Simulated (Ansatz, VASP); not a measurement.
**Mg: VASP beside Ansatz**

```
CELL_PARAMETERS angstrom
-1.78939 1.78939 1.78939
1.78939 -1.78939 1.78939
1.78939 1.78939 -1.78939
ATOMIC_POSITIONS crystal
Mg 0.00000 0.00000 0.00000
```

Alike in both runs: functional PBE; k mesh 14 × 14 × 14; occupations gaussian, width 0.1 eV; no spin polarisation.

Ansatz relaxed the structure, and its values are those at the end. VASP's run is a single point on that final structure, the one shown.

```csv
,VASP,Ansatz
version,VASP 6.6.1,Ansatz 0.2.0
potentials or method,"VASP PAW PBE potentials, release 64 (Mg), cutoff 520 eV","scalar-relativistic, plane waves, PAW"
valence electrons in the cell,2,10
```

```csv
,VASP,Ansatz,Ansatz less VASP
gap on the k mesh at the Fermi level (eV),none,none,-
pressure (GPa),-0.1,0.0,+0.13
```

A gap of «none» marks a metal or a gap that the smearing closes. VASP's potentials hold 2 valence electrons a cell and Ansatz's 10, so a difference there can come from the potentials and not from the codes.
